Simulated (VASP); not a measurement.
# Ga (Fd-3m) in VASP: a series of runs, part 2 of 2

VASP 6.6.1. Earlier steps stand in the parts before.

### 3 Single point, PBE

This run uses another cell than the first one, of 16.79 Å³/atom.

Contents of INCAR:

```
SYSTEM = Ga
PREC = Accurate ; ENCUT = 500
EDIFF = 1E-6 ; ISMEAR = 1
SIGMA = 0.05 ; LREAL = .FALSE.
LASPH = .TRUE. ; NELM = 120
ALGO = Normal ; ISIF = 2
LWAVE = .FALSE. ; LCHARG = .TRUE.
GGA = PE ; LELF = .TRUE.
LVHAR = .TRUE. ; NBANDS = 20
GGA_COMPAT = .FALSE.
```

Contents of KPOINTS:

```
Automatic mesh
0
G
  8 8 8
  0 0 0
```

Contents of POSCAR:

```
Ga
1.0
    0.0000000000      2.5604283212      2.5604283212
    2.5604283212      0.0000000000      2.5604283212
    2.5604283212      2.5604283212      0.0000000000
Ga
2
Direct
    1.0000000000      1.0000000000      1.0000000000
    0.2500000000      0.2500000000      0.2500000000
```

Potentials or basis: VASP PAW PBE potentials, release 64 (Ga_d).

The run is started by

```
cat potpaw_PBE.64/Ga_d/POTCAR > POTCAR
mpirun -np 1 vasp_std > vasp.out
```

OUTCAR:

```text
SYSTEM = Ga
   PREC = Accurate
   ENCUT = 500
   EDIFF = 1E-6
   ISMEAR = 1
   LREAL = .FALSE.
   LASPH = .TRUE.
   NELM = 120
   ISIF = 2
   GGA = PE

 ion  position               nearest neighbor table
   1  0.000  0.000  0.000-   2 2.22   2 2.22   2 2.22   2 2.22
   2  0.250  0.250  0.250-   1 2.22   1 2.22   1 2.22   1 2.22

  LATTYP: Found a face centered cubic cell.
 ALAT       =     5.1208566424

  Lattice vectors:

 A1 = (   0.0000000000,   2.5604283212,   2.5604283212)
 A2 = (   2.5604283212,   0.0000000000,   2.5604283212)
 A3 = (   2.5604283212,   2.5604283212,   0.0000000000)

Analysis of symmetry for initial positions (statically):
=====================================================================
 Subroutine PRICEL returns:
 Original cell was already a primitive cell.

 Routine SETGRP: Setting up the symmetry group for a
 face centered cubic supercell.

 Subroutine GETGRP returns: Found 48 space group operations
 (whereof 24 operations were pure point group operations)
 out of a pool of 48 trial point group operations.

The static configuration has the point symmetry T_d .
 The point group associated with its full space group is O_h .

Analysis of symmetry for dynamics (positions and initial velocities):
=====================================================================
 Subroutine PRICEL returns:
 Original cell was already a primitive cell.

 Routine SETGRP: Setting up the symmetry group for a
 face centered cubic supercell.

 Subroutine GETGRP returns: Found 48 space group operations
 (whereof 24 operations were pure point group operations)
 out of a pool of 48 trial point group operations.

The dynamic configuration has the point symmetry T_d .
 The point group associated with its full space group is O_h .

 Subroutine INISYM returns: Found 48 space group operations
 (whereof 24 operations are pure point group operations),
 and found     1 'primitive' translations

[... 110 lines left out ...]
   EFERMI_NEDOS =   21; number of points for ismear=-14 and -15
   IALGO  =     38    algorithm
   IMIX   =      4    mixing-type and parameters
     AMIX     =   0.40;   BMIX     =  1.00
     AMIX_MAG =   1.60;   BMIX_MAG =  1.00
  volume/ion in A,a.u.               =      16.79       113.28
  Fermi-wavevector in a.u.,A,eV,Ry     =   1.503407  2.841028 30.752345  2.260234
  Thomas-Fermi vector in A             =   2.614522
   LORBIT       =      0    0 simple, 1 ext, 2 COOP (PROOUT), +10 PAW based schemes
   GGA     = PE    functional components
   LHFCALC =     F    Hartree Fock is set to
   AEXX    =    0.0000 exact exchange contribution
   IVDW    =     0    specifies the selected vdW correction
   LEPSILON=     F    determine dielectric tensor
   LRPA    =     F    only Hartree local field effects (RPA)
 non-spin polarized calculation
 Methfessel and Paxton  Order N= 1 SIGMA  =   0.05
  energy-cutoff  :      500.00
  volume of cell :       33.57
 maximum number of plane-waves:       877
 NGX is ok and might be reduce to    28
   NGX = 13   NGY = 13   NGZ = 13

 number of electron      25.9999995 magnetization

 Free energy of the ion-electron system (eV)
  ---------------------------------------------------
  ext. energy  EPLUGINS =         0.00000000
  ---------------------------------------------------
  free energy    TOTEN  =        -3.77390790 eV

  energy without entropy =       -3.77300630  energy(sigma->0) =       -3.77360737

 E-fermi :   6.0343     XC(G=0): -11.2996

 val. band max:        5.9410419904   @ k =  -0.3750   0.1250   0.0000
 cond. band min:       6.0416995955   @ k =   0.3750   0.2500   0.0000
 fundamental gap:      0.1006576051
 Fermi energy:         6.0342814909

 k-point     1 :       0.0000    0.0000    0.0000
  band No.  band energies     occupation
      1      -9.5634      2.00000
      2      -9.5634      2.00000
      3      -9.5634      2.00000
      4      -9.4918      2.00000
      5      -9.4918      2.00000
      6      -8.7778      2.00000
[... 541 lines left out ...]
     19      17.8008      0.00000
     20      20.2662      0.00000

 [... further k-points ...]

------------------------ aborting loop because EDIFF is reached ----------------------------------------

  FORCE on cell =-STRESS in cart. coord.  units (eV):
  Direction    XX          YY          ZZ          XY          YZ          ZX
  --------------------------------------------------------------------------------------
  -------------------------------------------------------------------------------------
  Total        8.4307851      8.4307851      8.4307851      0.0000000      0.0000000      0.0000000
  in kB      402.3562379    402.3562379    402.3562379      0.0000000      0.0000000      0.0000000
  external PRESSURE =     402.3562379 kB  Pullay stress =       0.0000000 kB

 VOLUME and BASIS-vectors are now :
 -----------------------------------------------------------------------------
  energy-cutoff  :      500.00
  volume of cell :       33.57
      direct lattice vectors                 reciprocal lattice vectors
     0.000000000  2.560428321  2.560428321    -0.195279827  0.195279827  0.195279827
     2.560428321  0.000000000  2.560428321     0.195279827 -0.195279827  0.195279827
     2.560428321  2.560428321  0.000000000     0.195279827  0.195279827 -0.195279827

 POSITION                                       TOTAL-FORCE (eV/Angst)
 -----------------------------------------------------------------------------------
      0.00000      0.00000      0.00000        -0.000000     -0.000000     -0.000000
      1.28021      1.28021      1.28021         0.000000      0.000000      0.000000
 -----------------------------------------------------------------------------------
    total drift:                                0.000000      0.000000      0.000000

  FREE ENERGIE OF THE ION-ELECTRON SYSTEM (eV)
  ---------------------------------------------------
  free  energy   TOTEN  =        -3.7739079045 eV

  energy  without entropy=       -3.7730062959  energy(sigma->0) =       -3.77360737
```

OSZICAR:

```text
N       E                     dE             d eps       ncg     rms          rms(c)
DAV:   1     0.128076848160E+03    0.12808E+03   -0.13486E+04  1312   0.252E+03
DAV:   2     0.707022766016E+01   -0.12101E+03   -0.11775E+03  1164   0.375E+02
DAV:   3    -0.362834860680E+01   -0.10699E+02   -0.10634E+02  1316   0.947E+01
DAV:   4    -0.380213272018E+01   -0.17378E+00   -0.17362E+00  1296   0.130E+01
DAV:   5    -0.380529389258E+01   -0.31612E-02   -0.31608E-02  1372   0.169E+00    0.243E+00
DAV:   6    -0.378027150033E+01    0.25022E-01   -0.81923E-02  1520   0.574E+00    0.129E+00
DAV:   7    -0.377464313538E+01    0.56284E-02   -0.17334E-02  1776   0.232E+00    0.270E-01
DAV:   8    -0.377386322332E+01    0.77991E-03   -0.46225E-03  1432   0.947E-01    0.326E-02
DAV:   9    -0.377390910972E+01   -0.45886E-04   -0.29836E-04  1376   0.221E-01    0.136E-02
DAV:  10    -0.377390647503E+01    0.26347E-05   -0.34300E-05  1420   0.788E-02    0.244E-03
DAV:  11    -0.377390759834E+01   -0.11233E-05   -0.23261E-06  1128   0.160E-02    0.798E-04
DAV:  12    -0.377390790454E+01   -0.30620E-06   -0.21983E-07   776   0.701E-03
   1 F= -.37739079E+01 E0= -.37736074E+01  d E =-.901609E-03
```

Run time: 37 s. Hardware: 1 thread of Intel Xeon Platinum 8175M at 2.50GHz (Skylake/Cascade Lake), shared host; peak memory 0.16 GiB.

Results:

```
Free energy            : -3.7739 eV
Pressure               : 40.2 GPa
Band gap on the k mesh : zero (bands 13 and 14 overlap by 6.69 eV)
```

Levels at points of the mesh, in eV from the Fermi level:
```csv
k point,band 10,band 11,band 12,band 13,band 14,band 15,band 16,band 17
"(0.00, 0.00, 0.00)",-14.61,-12.03,4.04,4.04,4.04,5.96,5.96,5.96
"(0.50, 0.00, 0.00)",-14.60,-8.52,-6.30,1.75,1.75,5.52,6.87,6.87
"(0.50, 0.50, 0.00)",-14.55,-6.43,-6.43,-1.06,-1.06,3.20,3.20,16.30
```

Caveat: the cell stands under pressure.

### 4 Single point, PBE

This run uses another cell than the first one, of 19.20 Å³/atom.

Contents of INCAR:

```
ALGO = Normal ; EDIFF = 1E-6
ENCUT = 500 ; GGA = PE
GGA_COMPAT = F ; ISIF = 2
ISMEAR = 1 ; LASPH = T
LCHARG = F ; LREAL = F
LWAVE = F ; NBANDS = 20
NELM = 120 ; PREC = Accurate
SIGMA = 0.05
```

Contents of KPOINTS:

```
k-points
0
Gamma
  8 8 8
```

Contents of POSCAR:

```
Ga
1.0
    0.0000000000      2.6777184500      2.6777184500
    2.6777184500      0.0000000000      2.6777184500
    2.6777184500      2.6777184500      0.0000000000
Ga
2
Direct
    1.0000000000      1.0000000000      1.0000000000
    0.2500000000      0.2500000000      0.2500000000
```

The run is started by

```
cat potpaw_PBE.64/Ga_d/POTCAR > POTCAR
mpirun -np 1 vasp_std > vasp.out
```

It took 32 s on 1 thread of Intel Xeon Platinum 8175M at 2.50GHz (Skylake/Cascade Lake), shared host; peak memory 0.16 GiB.

The run converged. Its results:

| Property | Result |
| --- | --- |
| Free energy | -4.6527 eV |
| Pressure | 20.2 GPa |
| Band gap on the k mesh | zero (bands 13 and 14 overlap by 5.74 eV) |

Levels at points of the mesh, in eV from the Fermi level:
```csv
k point,band 9,band 10,band 11,band 12,band 13,band 14,band 15,band 16,band 17,band 18
"(0.00, 0.00, 0.00)",-14.49,-14.49,-11.05,3.52,3.52,3.52,5.52,5.52,5.52,6.43
"(0.50, 0.00, 0.00)",-14.47,-14.47,-8.06,-5.66,1.54,1.54,4.52,6.46,6.46,8.72
"(0.50, 0.50, 0.00)",-14.43,-14.43,-6.10,-6.10,-0.86,-0.86,3.03,3.03,14.64,14.64
```

Caveat: the cell stands under pressure.

### 5 Summary

| cell | gap on the mesh (eV) | pressure (GPa) |
| --- | --- | --- |
| a = 3.513 Å, angles 60.0°, 2 atoms | none | 60.4 |
| a = 3.621 Å, angles 60.0°, 2 atoms | none | 40.2 |
| a = 3.787 Å, angles 60.0°, 2 atoms | none | 20.2 |

Alike in all rows: task single point; level PBE; potentials or basis VASP PAW PBE potentials, release 64 (Ga_d); no spin polarisation; k mesh 8 × 8 × 8; cutoff (eV) 500; smearing methfessel-paxton 0.05 eV.

Caveats: the cell stands under pressure.

Absolute energies hang on the potentials; compare differences alone.
